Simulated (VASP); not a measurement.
# SiC (pbe) (F-43m) in VASP: elastic constants with PBE

Aim: the elastic constants of SiC (pbe) with PBE.

Program: VASP 6.6.1. These are calculated values, not measurements. Logs are shortened: lines on timing, memory, paths and dates and some standing lists are left out, and cuts for length are marked.

### 1 The cell of the first run

Symmetry: F-43m, No. 216, cubic system. Conventional cell: a = 4.380 Å, b = 4.380 Å, c = 4.380 Å, α = 90.00°, β = 90.00°, γ = 90.00°. Within 2.5 Å of Si (site symmetry -43m) lie 4 C at 1.90 Å. Within 2.5 Å of C (site symmetry -43m) lie 4 Si at 1.90 Å.

### 2 Elastic constants, PBE

Contents of INCAR:

```
SYSTEM = SiC
PREC     = Accurate       ! precision mode
ENCUT    = 600            ! plane-wave cutoff, eV
EDIFF    = 1E-8           ! SCF threshold, eV
ISMEAR   = 0              ! smearing method
SIGMA    = 0.01           ! smearing width, eV
LREAL    = .FALSE.        ! projectors in reciprocal space
LASPH    = .TRUE.         ! aspherical terms in the spheres
NELM     = 120            ! most SCF steps
ALGO     = Normal         ! electronic algorithm
ISIF     = 3              ! what is computed and relaxed
LWAVE    = .FALSE.        ! write WAVECAR
LCHARG   = .TRUE.         ! write CHGCAR
GGA      = PE             ! functional
NBANDS   = 11             ! bands
IBRION   = 6              ! ionic algorithm
NFREE    = 2            
POTIM    = 0.015          ! step
NSW      = 1              ! ionic steps
GGA_COMPAT= .FALSE.
```

Contents of KPOINTS:

```
Automatic mesh
0
G
  10 10 10
  0 0 0
```

Contents of POSCAR:

```
SiC
1.0
    0.0000000000      2.1898587296      2.1898587296
    2.1898587296      0.0000000000      2.1898587296
    2.1898587296      2.1898587296      0.0000000000
Si C
1 1
Direct
    0.7500000000      0.7500000000      0.7500000000
    0.0000000000      0.0000000000      0.0000000000
```

Potentials or basis: VASP PAW PBE potentials, release 64 (Si, C).

Started as:

```
$ cat potpaw_PBE.64/Si/POTCAR potpaw_PBE.64/C/POTCAR > POTCAR
$ mpirun -np 1 vasp_std > vasp.out
```

OUTCAR:

```text
SYSTEM = SiC
   PREC = Accurate
   ENCUT = 600
   EDIFF = 1E-8
   ISMEAR = 0
   LREAL = .FALSE.
   LASPH = .TRUE.
   NELM = 120
   ISIF = 3
   GGA = PE
   IBRION = 6
   NFREE = 2
   POTIM = 0.015
   NSW = 1

 ion  position               nearest neighbor table
   1  0.750  0.750  0.750-   2 1.90   2 1.90   2 1.90   2 1.90
   2  0.000  0.000  0.000-   1 1.90   1 1.90   1 1.90   1 1.90

  LATTYP: Found a face centered cubic cell.
 ALAT       =     4.3797174592

  Lattice vectors:

 A1 = (   0.0000000000,   2.1898587296,   2.1898587296)
 A2 = (   2.1898587296,   0.0000000000,   2.1898587296)
 A3 = (   2.1898587296,   2.1898587296,   0.0000000000)

Analysis of symmetry for initial positions (statically):
=====================================================================
 Subroutine PRICEL returns:
 Original cell was already a primitive cell.

 Routine SETGRP: Setting up the symmetry group for a
 face centered cubic supercell.

 Subroutine GETGRP returns: Found 24 space group operations
 (whereof 24 operations were pure point group operations)
 out of a pool of 48 trial point group operations.

The static configuration has the point symmetry T_d .

Analysis of symmetry for dynamics (positions and initial velocities):
=====================================================================
 Subroutine PRICEL returns:
 Original cell was already a primitive cell.

 Routine SETGRP: Setting up the symmetry group for a
 face centered cubic supercell.

 Subroutine GETGRP returns: Found 24 space group operations
 (whereof 24 operations were pure point group operations)
 out of a pool of 48 trial point group operations.

The dynamic configuration has the point symmetry T_d .

 Subroutine INISYM returns: Found 24 space group operations
 (whereof 24 operations are pure point group operations),
 and found     1 'primitive' translations

----------------------------------------------------------------------------------------

                                     Primitive cell

  volume of cell :      21.0029

  direct lattice vectors                    reciprocal lattice vectors
     0.000000000  2.189858730  2.189858730    -0.228325231  0.228325231  0.228325231
     2.189858730  0.000000000  2.189858730     0.228325231 -0.228325231  0.228325231
     2.189858730  2.189858730  0.000000000     0.228325231  0.228325231 -0.228325231

  length of vectors
     3.096927915  3.096927915  3.096927915     0.395470901  0.395470901  0.395470901

  position of ions in fractional coordinates (direct lattice)
     0.750000000  0.750000000  0.750000000
     0.000000000  0.000000000  0.000000000

  ion indices of the primitive-cell ions
   primitive index   ion index
                 1           1
                 2           2

----------------------------------------------------------------------------------------

 KPOINTS: Automatic mesh

Automatic generation of k-mesh.
 Grid dimensions read from file:
 generate k-points for:   10   10   10

 Generating k-lattice:

  Cartesian coordinates                     Fractional coordinates (reciprocal lattice)
    -0.022832523  0.022832523  0.022832523     0.100000000  0.000000000  0.000000000
     0.022832523 -0.022832523  0.022832523     0.000000000  0.100000000  0.000000000
     0.022832523  0.022832523 -0.022832523     0.000000000  0.000000000  0.100000000

  Length of vectors
     0.039547090  0.039547090  0.039547090

  Shift w.r.t. Gamma in fractional coordinates (k-lattice)
     0.000000000  0.000000000  0.000000000

 Subroutine IBZKPT returns following result:
 ===========================================

 Found     47 irreducible k-points:

 Following reciprocal coordinates:
            Coordinates               Weight
  0.000000  0.000000  0.000000      1.000000
  0.100000  0.000000  0.000000      8.000000
[... 63 lines left out ...]
  Fermi-wavevector in a.u.,A,eV,Ry     =   1.186712  2.242561 19.160891  1.408286
  Thomas-Fermi vector in A             =   2.322879
   LORBIT       =      0    0 simple, 1 ext, 2 COOP (PROOUT), +10 PAW based schemes
   GGA     = PE    functional components
   LHFCALC =     F    Hartree Fock is set to
   AEXX    =    0.0000 exact exchange contribution
   IVDW    =     0    specifies the selected vdW correction
   LEPSILON=     F    determine dielectric tensor
   LRPA    =     F    only Hartree local field effects (RPA)
 finite differences with symmetry
 non-spin polarized calculation
 Gauss-broadening in eV      SIGMA  =   0.01
  energy-cutoff  :      600.00
  volume of cell :       21.00
 maximum number of plane-waves:       725
 NGX is ok and might be reduce to    28
   NGX = 13   NGY = 13   NGZ = 13

--------------------------------------- Ionic step        1  -------------------------------------------

 number of electron       8.0000000 magnetization

 Free energy of the ion-electron system (eV)
  ---------------------------------------------------
  ext. energy  EPLUGINS =         0.00000000
  ---------------------------------------------------
  free energy    TOTEN  =       -15.06218827 eV

  energy without entropy =      -15.06218827  energy(sigma->0) =      -15.06218827

------------------------ aborting loop because EDIFF is reached ----------------------------------------

  FORCE on cell =-STRESS in cart. coord.  units (eV):
  Direction    XX          YY          ZZ          XY          YZ          ZX
  --------------------------------------------------------------------------------------
  -------------------------------------------------------------------------------------
  Total       -0.0240375     -0.0240375     -0.0240375     -0.0000000      0.0000000     -0.0000000
  in kB       -1.8336717     -1.8336717     -1.8336717     -0.0000000      0.0000000     -0.0000000
  external PRESSURE =      -1.8336717 kB  Pullay stress =       0.0000000 kB
[... 89 lines left out ...]
  FREE ENERGIE OF THE ION-ELECTRON SYSTEM (eV)
  ---------------------------------------------------
  free  energy   TOTEN  =       -15.0568916607 eV

  energy  without entropy=      -15.0568916607  energy(sigma->0) =      -15.05689166

[... ionic steps 4 to 14 ...]

--------------------------------------- Ionic step       15  -------------------------------------------

 number of electron       8.0000000 magnetization

------------------------ aborting loop because EDIFF is reached ----------------------------------------
[... 67 lines left out ...]
--------------------------------------- Ionic step       17  -------------------------------------------

 number of electron       8.0000000 magnetization

 Free energy of the ion-electron system (eV)
  ---------------------------------------------------
  ext. energy  EPLUGINS =         0.00000000
  ---------------------------------------------------
  free energy    TOTEN  =       -15.06009968 eV

  energy without entropy =      -15.06009968  energy(sigma->0) =      -15.06009968

 E-fermi :   8.0518     XC(G=0): -11.2911

 val. band max:        8.0102925016   @ k =   0.0000   0.0000   0.0000
 cond. band min:       9.3102369762   @ k =   0.5000   0.5000   0.0000
 fundamental gap:      1.2999444746
 Fermi energy:         8.0518293507

 k-point     1 :       0.0000    0.0000    0.0000
  band No.  band energies     occupation
      1      -7.3469      2.00000
      2       7.8677      2.00000
      3       7.9402      2.00000
      4       8.0103      2.00000
      5      13.9977      0.00000
      6      15.1148      0.00000
      7      15.1446      0.00000
      8      15.1766      0.00000
      9      22.3598      0.00000
     10      22.3599      0.00000
     11      24.1897      0.00000
[... 309 lines left out ...]
 k-point    24 :       0.4000    0.3000    0.0000
  band No.  band energies     occupation
      1      -4.2436      2.00000
      2       2.3542      2.00000
      3       4.8447      2.00000
      4       5.3387      2.00000
      5      10.7934      0.00000
      6      13.5030      0.00000
      7      19.4061      0.00000
      8      19.7562      0.00000
      9      21.5129      0.00000
     10      25.8510      0.00000
     11      29.0130      0.00000

 [... further k-points ...]
[... 5 lines left out ...]
  --------------------------------------------------------------------------------------
  -------------------------------------------------------------------------------------
  Total       -0.0241218     -0.0191021     -0.0191021      0.0000000      0.1133146      0.0000000
  in kB       -1.8400987     -1.4571837     -1.4571837      0.0000000      8.6440647      0.0000000
  external PRESSURE =      -1.5848220 kB  Pullay stress =       0.0000000 kB
[... 17 lines left out ...]
  FREE ENERGIE OF THE ION-ELECTRON SYSTEM (eV)
  ---------------------------------------------------
  free  energy   TOTEN  =       -15.0600996818 eV

  energy  without entropy=      -15.0600996818  energy(sigma->0) =      -15.06009968

 INTERNAL STRAIN TENSORS FROM STRAINED CELLS
 ============================================

 INTERNAL STRAIN TENSOR FOR ION    1 for displacements in x,y,z  (eV/Angst):
          X           Y           Z          XY          YZ          ZX
  --------------------------------------------------------------------------------
  x    -0.00000     0.00000    -0.00000     0.00000     7.55216     0.00000
  y     0.00000     0.00000    -0.00000     0.00000    -0.00000     7.55221
  z    -0.00000     0.00000     0.00000     7.55222     0.00000     0.00000

 INTERNAL STRAIN TENSORS FROM DISPLACED ATOMS
 ============================================

 INTERNAL STRAIN TENSOR FOR ION    1 for displacements in x,y,z  (eV/Angst):
          X           Y           Z          XY          YZ          ZX
  --------------------------------------------------------------------------------
  x     0.00000     0.00000     0.00000     0.00000     7.54938     0.00000
  y     0.00000    -0.00000     0.00000     0.00000     0.00000     7.54938
  z     0.00000     0.00000     0.00000     7.54938     0.00000     0.00000

 INTERNAL STRAIN TENSOR FOR ION    2 for displacements in x,y,z  (eV/Angst):
          X           Y           Z          XY          YZ          ZX
  --------------------------------------------------------------------------------
  x     0.00000     0.00000     0.00000     0.00000    -7.55169     0.00000
  y     0.00000     0.00000     0.00000     0.00000     0.00000    -7.55169
  z     0.00000     0.00000     0.00000    -7.55169     0.00000     0.00000

 Eigenvectors and eigenvalues of the dynamical matrix
 ----------------------------------------------------

   1 f  =   23.222022 THz   145.908269 2PiTHz  774.603283 cm-1    96.038524 meV
             X         Y         Z           dx          dy          dz
      3.284788  3.284788  3.284788    -0.547323   -0.000000   -0.000000
      0.000000  0.000000  0.000000     0.836922    0.000000   -0.000000
[... 21 lines left out ...]
   6 f/i=    0.000161 THz     0.001009 2PiTHz    0.005357 cm-1     0.000664 meV
             X         Y         Z           dx          dy          dz
      3.284788  3.284788  3.284788     0.009198    0.829259   -0.112613
      0.000000  0.000000  0.000000     0.006015    0.542312   -0.073646

--------------------------------------------------------------------------------------------------------

 ELASTIC MODULI CONTR FROM IONIC RELAXATION (kBar)
 Direction    XX          YY          ZZ          XY          YZ          ZX
 --------------------------------------------------------------------------------
 XX          -0.0000     -0.0000     -0.0000      0.0000      0.0000      0.0000
 YY          -0.0000     -0.0000     -0.0000      0.0000      0.0000      0.0000
 ZZ          -0.0000     -0.0000     -0.0000      0.0000      0.0000      0.0000
 XY           0.0000      0.0000      0.0000   -234.2794      0.0000     -0.0000
 YZ           0.0000      0.0000      0.0000      0.0000   -234.2794      0.0000
 ZX           0.0000      0.0000      0.0000     -0.0000      0.0000   -234.2794
 --------------------------------------------------------------------------------

 TOTAL ELASTIC MODULI (kBar)
 Direction    XX          YY          ZZ          XY          YZ          ZX
 --------------------------------------------------------------------------------
 XX        3823.1220   1261.4124   1261.4124     -0.0000      0.0000      0.0000
 YY        1261.4124   3823.1220   1261.4124      0.0000      0.0000      0.0000
 ZZ        1261.4124   1261.4124   3823.1220      0.0000      0.0000      0.0000
 XY          -0.0000      0.0000      0.0000   2403.1108      0.0000     -0.0000
 YZ           0.0000      0.0000      0.0000      0.0000   2403.1108      0.0000
 ZX           0.0000      0.0000      0.0000     -0.0000      0.0000   2403.1108
 --------------------------------------------------------------------------------
```

It took 5.6 min on 1 thread of AMD EPYC 9R45 (Zen 5), shared host; peak memory 0.23 GiB.

What came out:

```
Elastic constants C11, C12, C44                         : 382, 126, 240 GPa
Voigt bulk modulus                                      : 212 GPa
Highest phonon frequency at Γ, LO-TO splitting left out : 775 cm⁻¹
```

Phonon frequencies in cm⁻¹ (negative: imaginary):
| q point | frequencies |
| --- | --- |
| (0.000, 0.000, 0.000) | 0 0 0 775 775 775 |

Elastic tensor in Voigt notation (GPa, in the Cartesian axes of the cell as first typed):
```
382 126 126   0   0   0
126 382 126   0   0   0
126 126 382   0   0   0
  0   0   0 240   0   0
  0   0   0   0 240   0
  0   0   0   0   0 240
```

Clamped-ion elastic tensor (GPa):
```
382 126 126   0   0   0
126 382 126   0   0   0
126 126 382   0   0   0
  0   0   0 264   0   0
  0   0   0   0 264   0
  0   0   0   0   0 264
```
